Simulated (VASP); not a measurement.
Write the native input for VASP 6.6.1 that does the following.

```
Task                   : single point
Functional             : PBE
Potentials or basis    : VASP PAW PBE potentials, release 64 (Re, Ga_d)
Cutoff                 : 520 eV
k mesh                 : 4 × 4 × 1
Occupations            : gaussian, width 0.15 eV
Spin                   : no spin polarisation
Dipole correction      : no
Further INCAR settings : ALGO = Normal; EDIFF = 1e-07; NBANDS = 60
```

The structure of GaRe12 lies in POSCAR:

```
GaRe12
1.0
    5.5200000000      0.0000000000      0.0000000000
    2.7600000000      4.7804600000      0.0000000000
    0.0000000000      0.0000000000     16.4574000000
Re Ga
12 1
Direct
    0.0000000000      0.0000000000      0.0607628787
    0.5000000000      0.0000000000      0.0607628787
    0.0000000000      0.5000000000      0.0607628787
    0.5000000000      0.5000000000      0.0607628787
   -0.1688669303      0.3325958171      0.1915021206
    0.3363181936      0.3312777431      0.1915411912
   -0.1694381264      0.8361940064      0.1915191342
    0.3319128124      0.8333363317      0.1965255144
   -0.0117428958      0.0062600670      0.3258727381
    0.5013400998      0.0015419018      0.3267522209
    0.0013452033      0.5002338687      0.3244287676
    0.5038627446      0.4930487861      0.3266939492
    0.3101758534      0.8364504671      0.4536164886
```

The input as run:

INCAR

```
SYSTEM = GaRe12
PREC     = Accurate       ! precision mode
ENCUT    = 520            ! plane-wave cutoff, eV
EDIFF    = 1E-7           ! SCF threshold, eV
ISMEAR   = 0              ! smearing method
SIGMA    = 0.15           ! smearing width, eV
LREAL    = .FALSE.        ! projectors in reciprocal space
LASPH    = .TRUE.         ! aspherical terms in the spheres
NELM     = 100            ! most SCF steps
ALGO     = Normal         ! electronic algorithm
ISIF     = 2              ! what is computed and relaxed
LWAVE    = .FALSE.        ! write WAVECAR
LCHARG   = .FALSE.        ! write CHGCAR
GGA      = PE             ! functional
NBANDS   = 60             ! bands
```

KPOINTS

```
Automatic mesh
0
G
  4 4 1
  0 0 0
```

Potentials or basis: VASP PAW PBE potentials, release 64 (Re, Ga_d).

The run is started by

```bash
$ cat potpaw_PBE.64/Re/POTCAR potpaw_PBE.64/Ga_d/POTCAR > POTCAR
$ mpirun -np 1 vasp_std > vasp.out
```

Results of the run:

- Largest force: 0.116 eV/Å
- Band gap on the k mesh: zero (an odd number of electrons rules out a gap without spin polarisation)

Caveat: there is no dipole correction, which matters where the two faces differ; spin-orbit coupling is left out, which moves the levels of the heavy elements.

Run time: 33 min on 1 thread of Intel Xeon 8259CL, on a shared host, peak memory 0.64 GiB.
